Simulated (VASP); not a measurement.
Input of a VASP 6.6.1 run:

File INCAR:

```
  PREC = Accurate
  ENCUT = 600
  EDIFF = 1E-7
  ISMEAR = 0
  SIGMA = 0.1
  LREAL = False
  LASPH = True
  NELM = 100
  ALGO = Normal
  ISIF = 3
  LWAVE = False
  LCHARG = False
  GGA = PE
  IBRION = 2
  NSW = 100
  EDIFFG = -0.005
```

KPOINTS

```
regular mesh
0
Gamma
  16 16 16
```

The input POSCAR:

```
ZrC
1.0
    0.0000000000      2.3502100000      2.3502100000
    2.3502100000      0.0000000000      2.3502100000
    2.3502100000      2.3502100000      0.0000000000
Zr C
1 1
Direct
    0.5000000000      0.5000000000      0.5000000000
    0.0000000000      0.0000000000      0.0000000000
```

Potentials or basis: VASP PAW PBE potentials, release 64 (Zr_sv, C).

The run is started by

```bash
$ cat potpaw_PBE.64/Zr_sv/POTCAR potpaw_PBE.64/C/POTCAR > POTCAR
$ mpirun -np 1 vasp_std > vasp.out
```

Task: What does it give for the relaxed volume?

Result: 13.06 Å³/atom.

Task: What does it give for the space group after relaxing (to 0.05 Å)?

Result: Fm-3m (No. 225).

Task: What does it give for the band gap on the k mesh?

Result: Zero (band 8 reaches 10.48 eV, above the bottom of band 9 at 9.17 eV).

Final structure:
```xyz
2
Lattice="0.0000 2.3549 2.3549 2.3549 0.0000 2.3549 2.3549 2.3549 0.0000" Properties=species:S:1:pos:R:3 pbc="T T T"
Zr    2.3549    2.3549    2.3549
C     0.0000    0.0000    0.0000
```

PBE usually gives volumes a little too large and moduli too small. Zero-point motion and thermal expansion aren't in these numbers.
